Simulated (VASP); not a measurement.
# AlP (F-43m) in VASP: a series of runs

The runs below take AlP through single point, with PBE.

Everything below comes from runs of VASP 6.6.1. Logs are shortened: lines on timing, memory, paths and dates and some standing lists are left out, and cuts for length are marked.

**1. The cell of the first run**

It takes space group F-43m (No. 216, cubic). Conventional cell: a = 5.605 Å, b = 5.605 Å, c = 5.605 Å, α = 90.00°, β = 90.00°, γ = 90.00°. Al (site symmetry -43m) has 4 P at 2.43 Å within 3.2 Å. Within 3.2 Å of P (site symmetry -43m) lie 4 Al at 2.43 Å.

**2. Single point, PBE**

Input file INCAR:

```
PREC = Accurate ; ENCUT = 500
EDIFF = 1E-6 ; ISMEAR = 0
SIGMA = 0.01 ; LREAL = F
LASPH = T ; NELM = 120
ALGO = Normal ; ISIF = 2
LWAVE = F ; LCHARG = F
GGA = PE ; NBANDS = 11
GGA_COMPAT = F
```

Input file KPOINTS:

```
Automatic mesh
0
Gamma
  6 6 6
```

Input file POSCAR:

```
AlP
1.0
    0.0000000000      2.8024795790      2.8024795790
    2.8024795790      0.0000000000      2.8024795790
    2.8024795790      2.8024795790      0.0000000000
Al P
1 1
Direct
    0.0000000000      0.0000000000      0.0000000000
    0.2500000000      0.2500000000      0.2500000000
```

Potentials or basis: VASP PAW PBE potentials, release 64 (Al, P).

Launch:

```sh
> cat potpaw_PBE.64/Al/POTCAR potpaw_PBE.64/P/POTCAR > POTCAR
> mpirun -np 1 vasp_std > vasp.out
```

OUTCAR:

```text
PREC = Accurate
   ENCUT = 500
   EDIFF = 1E-6
   ISMEAR = 0
   LREAL = F
   LASPH = T
   NELM = 120
   ISIF = 2
   GGA = PE

 ion  position               nearest neighbor table
   1  0.000  0.000  0.000-   2 2.43   2 2.43   2 2.43   2 2.43
   2  0.250  0.250  0.250-   1 2.43   1 2.43   1 2.43   1 2.43

  LATTYP: Found a face centered cubic cell.
 ALAT       =     5.6049591580

  Lattice vectors:

 A1 = (   0.0000000000,   2.8024795790,   2.8024795790)
 A2 = (   2.8024795790,   0.0000000000,   2.8024795790)
 A3 = (   2.8024795790,   2.8024795790,   0.0000000000)

Analysis of symmetry for initial positions (statically):
=====================================================================
 Subroutine PRICEL returns:
 Original cell was already a primitive cell.

 Routine SETGRP: Setting up the symmetry group for a
 face centered cubic supercell.

 Subroutine GETGRP returns: Found 24 space group operations
 (whereof 24 operations were pure point group operations)
 out of a pool of 48 trial point group operations.

The static configuration has the point symmetry T_d .

Analysis of symmetry for dynamics (positions and initial velocities):
=====================================================================
 Subroutine PRICEL returns:
 Original cell was already a primitive cell.

 Routine SETGRP: Setting up the symmetry group for a
 face centered cubic supercell.

 Subroutine GETGRP returns: Found 24 space group operations
 (whereof 24 operations were pure point group operations)
 out of a pool of 48 trial point group operations.

The dynamic configuration has the point symmetry T_d .

 Subroutine INISYM returns: Found 24 space group operations
 (whereof 24 operations are pure point group operations),
 and found     1 'primitive' translations

----------------------------------------------------------------------------------------

                                     Primitive cell

  volume of cell :      44.0207

  direct lattice vectors                    reciprocal lattice vectors
     0.000000000  2.802479579  2.802479579    -0.178413432  0.178413432  0.178413432
     2.802479579  0.000000000  2.802479579     0.178413432 -0.178413432  0.178413432
     2.802479579  2.802479579  0.000000000     0.178413432  0.178413432 -0.178413432

  length of vectors
     3.963304629  3.963304629  3.963304629     0.309021129  0.309021129  0.309021129

  position of ions in fractional coordinates (direct lattice)
     0.000000000  0.000000000  0.000000000
     0.250000000  0.250000000  0.250000000

  ion indices of the primitive-cell ions
   primitive index   ion index
                 1           1
                 2           2

----------------------------------------------------------------------------------------

 KPOINTS: Automatic mesh

Automatic generation of k-mesh.
 Grid dimensions read from file:
 generate k-points for:    6    6    6

 Generating k-lattice:

  Cartesian coordinates                     Fractional coordinates (reciprocal lattice)
    -0.029735572  0.029735572  0.029735572     0.166666667  0.000000000  0.000000000
     0.029735572 -0.029735572  0.029735572     0.000000000  0.166666667  0.000000000
     0.029735572  0.029735572 -0.029735572     0.000000000  0.000000000  0.166666667

  Length of vectors
     0.051503522  0.051503522  0.051503522

  Shift w.r.t. Gamma in fractional coordinates (k-lattice)
     0.000000000  0.000000000  0.000000000

 Subroutine IBZKPT returns following result:
 ===========================================

 Found     16 irreducible k-points:

 Following reciprocal coordinates:
            Coordinates               Weight
  0.000000  0.000000  0.000000      1.000000
  0.166667  0.000000  0.000000      8.000000
  0.333333  0.000000  0.000000      8.000000
  0.500000  0.000000  0.000000      4.000000
  0.166667  0.166667  0.000000      6.000000
  0.333333  0.166667  0.000000     24.000000
[... 8 lines left out ...]
 -0.333333  0.333333  0.166667     24.000000
 -0.333333  0.500000  0.166667     12.000000
   k-points           NKPTS =     16   k-points in BZ     NKDIM =     16   number of bands    NBANDS=     11
   number of dos      NEDOS =    301   number of ions     NIONS =      2
   total plane-waves  NPLWV =  27000
   dimension x,y,z NGX =    30 NGY =   30 NGZ =   30
   dimension x,y,z NGXF=    60 NGYF=   60 NGZF=   60
   ions per type =               1   1
   NGX,Y,Z   is equivalent  to a cutoff of  12.58, 12.58, 12.58 a.u.
   NGXF,Y,Z  is equivalent  to a cutoff of  25.17, 25.17, 25.17 a.u.
 SYSTEM =  unknown system
   PREC   = accura    normal or accurate (medium, high low for compatibility)
   ISTART =      0    job   : 0-new  1-cont  2-samecut
   ICHARG =      2    charge: 1-file 2-atom 10-const
   ISPIN  =      1    spin polarized calculation?
   LNONCOLLINEAR =      F non collinear calculations
   LSORBIT =      F    spin-orbit coupling
   LASPH  =      T    aspherical Exc in radial PAW
   ENCUT  =  500.0 eV  36.75 Ry    6.06 a.u.   7.23  7.23  7.23*2*pi/ulx,y,z
   NELM   =    120;   NELMIN=  2; NELMDL= -5     # of ELM steps
   EDIFF  = 0.1E-05   stopping-criterion for ELM
   LREAL  =      F    real-space projection
   EDIFFG = 0.1E-04   stopping-criterion for IOM
   NSW    =      0    number of steps for IOM
   IBRION =     -1    ionic relax: 0-MD 1-quasi-New 2-CG
   NFREE  =      0    steps in history (QN), initial steepest desc. (CG)
   ISIF   =      2    stress and relaxation
   ISYM   =      2    0-nonsym 1-usesym 2-fastsym
   POTIM  = 0.5000    time-step for ionic-motion
   TEBEG  =    0.0;   TEEND  =   0.0 temperature during run
   PSTRESS=    0.0 pullay stress
   NELECT =       8.0000    total number of electrons
   NUPDOWN=      -1.0000    fix difference up-down
   EMIN   =  10.00;   EMAX   =-10.00  energy-range for DOS
   EFERMI =   0.00;   METHOD = LEGACY
   ISMEAR =     0;   SIGMA  =   0.01  broadening in eV -4-tet -1-fermi 0-gaus
   EFERMI_NEDOS =   21; number of points for ismear=-14 and -15
   IALGO  =     38    algorithm
   IMIX   =      4    mixing-type and parameters
     AMIX     =   0.40;   BMIX     =  1.00
     AMIX_MAG =   1.60;   BMIX_MAG =  1.00
  volume/ion in A,a.u.               =      22.01       148.53
  Fermi-wavevector in a.u.,A,eV,Ry     =   0.927297  1.752338 11.699384  0.859880
  Thomas-Fermi vector in A             =   2.053352
   LORBIT       =      0    0 simple, 1 ext, 2 COOP (PROOUT), +10 PAW based schemes
   GGA     = PE    functional components
   LHFCALC =     F    Hartree Fock is set to
   AEXX    =    0.0000 exact exchange contribution
   IVDW    =     0    specifies the selected vdW correction
   LEPSILON=     F    determine dielectric tensor
   LRPA    =     F    only Hartree local field effects (RPA)
 non-spin polarized calculation
 Gauss-broadening in eV      SIGMA  =   0.01
  energy-cutoff  :      500.00
  volume of cell :       44.02
 maximum number of plane-waves:      1139
 NGX is ok and might be reduce to    30
   NGX = 15   NGY = 15   NGZ = 15

 number of electron       8.0000001 magnetization

 Free energy of the ion-electron system (eV)
  ---------------------------------------------------
  ext. energy  EPLUGINS =         0.00000000
  ---------------------------------------------------
  free energy    TOTEN  =       -10.34014986 eV

  energy without entropy =      -10.34014986  energy(sigma->0) =      -10.34014986

 E-fermi :   4.0084     XC(G=0):  -8.9047

 val. band max:        3.8905828418   @ k =   0.0000   0.0000   0.0000
 cond. band min:       5.6119707869   @ k =   0.5000   0.5000   0.0000
 fundamental gap:      1.7213879451
 Fermi energy:         4.0084113854

 k-point     1 :       0.0000    0.0000    0.0000
  band No.  band energies     occupation
      1      -7.1826      2.00000
      2       3.8906      2.00000
      3       3.8906      2.00000
      4       3.8906      2.00000
      5       6.5340      0.00000
      6       8.3369      0.00000
      7       8.3369      0.00000
      8       8.3369      0.00000
      9      12.6300      0.00000
     10      12.6300      0.00000
     11      13.6482      0.00000

 k-point     2 :       0.1667    0.0000    0.0000
  band No.  band energies     occupation
      1      -6.9066      2.00000
      2       2.0697      2.00000
      3       3.6651      2.00000
      4       3.6651      2.00000
      5       7.1160      0.00000
      6       8.7445      0.00000
      7       8.7445      0.00000
      8       9.1584      0.00000
      9      12.0245      0.00000
     10      12.0245      0.00000
     11      14.3804      0.00000

 k-point     3 :       0.3333    0.0000    0.0000
  band No.  band energies     occupation
      1      -6.1986      2.00000
      2      -0.2258      2.00000
      3       3.3151      2.00000
      4       3.3151      2.00000
      5       6.6380      0.00000
      6       8.8609      0.00000
      7       8.8609      0.00000
      8      11.3912      0.00000
      9      12.8473      0.00000
     10      12.8473      0.00000
     11      13.8172      0.00000

 k-point     4 :       0.5000    0.0000    0.0000
  band No.  band energies     occupation
      1      -5.6898      2.00000
      2      -1.3042      2.00000
      3       3.1727      2.00000
      4       3.1727      2.00000
      5       6.4096      0.00000
      6       8.6774      0.00000
      7       8.6774      0.00000
      8      11.9346      0.00000
      9      15.0845      0.00000
     10      15.1672      0.00000
     11      15.1672      0.00000

 k-point     5 :       0.1667    0.1667    0.0000
  band No.  band energies     occupation
      1      -6.8134      2.00000
      2       2.1789      2.00000
      3       3.2082      2.00000
      4       3.2082      2.00000
      5       7.4092      0.00000
      6       8.0794      0.00000
      7       9.5413      0.00000
      8       9.5413      0.00000
      9      10.8865      0.00000
     10      13.1284      0.00000
     11      15.3599      0.00000
[... 99 lines left out ...]
 k-point    13 :       0.5000    0.5000    0.0000
  band No.  band energies     occupation
      1      -5.1039      2.00000
      2      -1.1641      2.00000
      3       1.9447      2.00000
      4       1.9447      2.00000
      5       5.6120      0.00000
      6       6.3694      0.00000
      7      14.2897      0.00000
      8      14.2897      0.00000
      9      15.1085      0.00000
     10      15.6769      0.00000
     11      15.6769      0.00000

 k-point    14 :       0.5000    0.3333    0.1667
  band No.  band energies     occupation
      1      -5.6436      2.00000
      2      -0.3640      2.00000
      3       1.4328      2.00000
      4       2.4305      2.00000
      5       7.7062      0.00000
      6       8.5379      0.00000
      7       9.2013      0.00000
      8      11.7676      0.00000
      9      12.8660      0.00000
     10      14.8913      0.00000
     11      16.6908      0.00000

 k-point    15 :      -0.3333    0.3333    0.1667
  band No.  band energies     occupation
      1      -5.2497      2.00000
      2      -0.8669      2.00000
      3       1.0095      2.00000
      4       2.0786      2.00000
      5       7.8986      0.00000
      6       8.6751      0.00000
      7      10.4557      0.00000
      8      11.3605      0.00000
      9      12.3489      0.00000
     10      15.3477      0.00000
     11      16.2593      0.00000

 k-point    16 :      -0.3333    0.5000    0.1667
  band No.  band energies     occupation
      1      -5.0752      2.00000
      2      -0.9368      2.00000
      3       1.2309      2.00000
      4       1.4557      2.00000
      5       7.2275      0.00000
      6       8.0745      0.00000
      7      11.2250      0.00000
      8      11.5638      0.00000
      9      14.5302      0.00000
     10      15.4154      0.00000
     11      16.5700      0.00000

------------------------ aborting loop because EDIFF is reached ----------------------------------------

  FORCE on cell =-STRESS in cart. coord.  units (eV):
  Direction    XX          YY          ZZ          XY          YZ          ZX
  --------------------------------------------------------------------------------------
  -------------------------------------------------------------------------------------
  Total       -1.0821590     -1.0821590     -1.0821590      0.0000000      0.0000000      0.0000000
  in kB      -39.3862208    -39.3862208    -39.3862208      0.0000000      0.0000000      0.0000000
  external PRESSURE =     -39.3862208 kB  Pullay stress =       0.0000000 kB

 VOLUME and BASIS-vectors are now :
 -----------------------------------------------------------------------------
  energy-cutoff  :      500.00
  volume of cell :       44.02
      direct lattice vectors                 reciprocal lattice vectors
     0.000000000  2.802479579  2.802479579    -0.178413432  0.178413432  0.178413432
     2.802479579  0.000000000  2.802479579     0.178413432 -0.178413432  0.178413432
     2.802479579  2.802479579  0.000000000     0.178413432  0.178413432 -0.178413432

 POSITION                                       TOTAL-FORCE (eV/Angst)
 -----------------------------------------------------------------------------------
      0.00000      0.00000      0.00000         0.000000     -0.000000     -0.000000
      1.40124      1.40124      1.40124        -0.000000      0.000000      0.000000
 -----------------------------------------------------------------------------------
    total drift:                               -0.000000     -0.000000     -0.000000

  FREE ENERGIE OF THE ION-ELECTRON SYSTEM (eV)
  ---------------------------------------------------
  free  energy   TOTEN  =       -10.3401498598 eV

  energy  without entropy=      -10.3401498598  energy(sigma->0) =      -10.34014986
```

Run time: 16 s. Hardware: 1 thread of Intel Xeon Platinum 8259CL at 2.50GHz (Skylake/Cascade Lake), shared host; peak memory 0.15 GiB.

What came out:

* Free energy: -10.3401 eV
* Pressure: -3.9 GPa
* Band gap on the k mesh: 1.72 eV, indirect (least direct gap 2.64 eV)

A k mesh can miss the band edges. A hybrid or GW would open this gap; PBE tends to underestimate it.

**3. Single point, PBE**

This run uses another cell than the first one, of 20.38 Å³/atom, 0.926 times its volume.

Input file INCAR:

```
PREC = Accurate
ENCUT = 500
EDIFF = 1E-6
ISMEAR = 0
SIGMA = 0.01
LREAL = False
LASPH = True
NELM = 120
ALGO = Normal
ISIF = 2
LWAVE = False
LCHARG = True
GGA = PE
LELF = True
LVHAR = True
NBANDS = 11
GGA_COMPAT = False
```

Input file KPOINTS:

```
regular mesh
0
Gamma
  2 2 2
```

Input file POSCAR:

```
AlP
1.0
    0.0000000000      2.7315000000      2.7315000000
    2.7315000000      0.0000000000      2.7315000000
    2.7315000000      2.7315000000      0.0000000000
Al P
1 1
Direct
    0.0000000000      0.0000000000      0.0000000000
    0.2500000000      0.2500000000      0.2500000000
```

Potentials or basis: VASP PAW PBE potentials, release 64 (Al, P).

Launch:

```sh
> cat potpaw_PBE.64/Al/POTCAR potpaw_PBE.64/P/POTCAR > POTCAR
> mpirun -np 1 vasp_std > vasp.out
```

OUTCAR:

```text
PREC = Accurate
   ENCUT = 500
   EDIFF = 1E-6
   ISMEAR = 0
   LREAL = False
   LASPH = True
   NELM = 120
   ISIF = 2
   GGA = PE

 ion  position               nearest neighbor table
   1  0.000  0.000  0.000-   2 2.37   2 2.37   2 2.37   2 2.37
   2  0.250  0.250  0.250-   1 2.37   1 2.37   1 2.37   1 2.37

  LATTYP: Found a face centered cubic cell.
 ALAT       =     5.4630000000

  Lattice vectors:

 A1 = (   0.0000000000,   2.7315000000,   2.7315000000)
 A2 = (   2.7315000000,   0.0000000000,   2.7315000000)
 A3 = (   2.7315000000,   2.7315000000,   0.0000000000)

Analysis of symmetry for initial positions (statically):
=====================================================================
 Subroutine PRICEL returns:
 Original cell was already a primitive cell.

 Routine SETGRP: Setting up the symmetry group for a
 face centered cubic supercell.

 Subroutine GETGRP returns: Found 24 space group operations
 (whereof 24 operations were pure point group operations)
 out of a pool of 48 trial point group operations.

The static configuration has the point symmetry T_d .

[... 147 lines left out ...]
      1      -6.6169      2.00000
      2       4.9234      2.00000
      3       4.9234      2.00000
      4       4.9234      2.00000
      5       8.1799      0.00000
      6       9.2559      0.00000
      7       9.2559      0.00000
      8       9.2559      0.00000
      9      13.5552      0.00000
     10      13.5552      0.00000
     11      15.0443      0.00000
[... 15 lines left out ...]
 k-point     3 :       0.5000    0.5000    0.0000
  band No.  band energies     occupation
      1      -4.1802      2.00000
      2      -0.5366      2.00000
      3       2.7405      2.00000
      4       2.7405      2.00000
      5       6.3059      0.00000
      6       7.2069      0.00000
      7      15.8471      0.00000
      8      15.8471      0.00000
      9      16.9008      0.00000
     10      16.9008      0.00000
     11      17.0268      0.00000

------------------------ aborting loop because EDIFF is reached ----------------------------------------

  FORCE on cell =-STRESS in cart. coord.  units (eV):
  Direction    XX          YY          ZZ          XY          YZ          ZX
  --------------------------------------------------------------------------------------
  -------------------------------------------------------------------------------------
  Total        2.0527155      2.0527155      2.0527155      0.0000000     -0.0000000     -0.0000000
  in kB       80.6874024     80.6874024     80.6874024      0.0000000     -0.0000000     -0.0000000
  external PRESSURE =      80.6874024 kB  Pullay stress =       0.0000000 kB

 VOLUME and BASIS-vectors are now :
 -----------------------------------------------------------------------------
  energy-cutoff  :      500.00
  volume of cell :       40.76
      direct lattice vectors                 reciprocal lattice vectors
     0.000000000  2.731500000  2.731500000    -0.183049606  0.183049606  0.183049606
     2.731500000  0.000000000  2.731500000     0.183049606 -0.183049606  0.183049606
     2.731500000  2.731500000  0.000000000     0.183049606  0.183049606 -0.183049606

 POSITION                                       TOTAL-FORCE (eV/Angst)
 -----------------------------------------------------------------------------------
      0.00000      0.00000      0.00000         0.000000      0.000000      0.000000
      1.36575      1.36575      1.36575        -0.000000     -0.000000     -0.000000
 -----------------------------------------------------------------------------------
    total drift:                               -0.000000     -0.000000     -0.000000

  FREE ENERGIE OF THE ION-ELECTRON SYSTEM (eV)
  ---------------------------------------------------
  free  energy   TOTEN  =        -8.5415237348 eV

  energy  without entropy=       -8.5415237348  energy(sigma->0) =       -8.54152373
```

stdout:

```text
POSCAR found type information on POSCAR AlP
 POSCAR found :  2 types and       2 ions
 scaLAPACK will be used
 LDA part: xc-table for (Slater+PW92), standard interpolation
 POSCAR, INCAR and KPOINTS ok, starting setup
 FFT: planning ... GRIDC
 FFT: planning ... GRID_SOFT
 FFT: planning ... GRID
 WAVECAR not read
 entering main loop
```

Wall time 6.3 s (1 thread of Intel Xeon 8259CL, shared host); peak memory 0.14 GiB.

Results:

| Quantity | Value |
| --- | --- |
| Free energy | -8.5415 eV |
| Pressure | 8.1 GPa |
| Band gap on the k mesh | 1.38 eV, indirect (least direct gap 3.26 eV) |

Caveat: the k points lie up to 1.00 Å⁻¹ apart. A k mesh can miss the band edges.

(Part 1 of 2 ends here.)
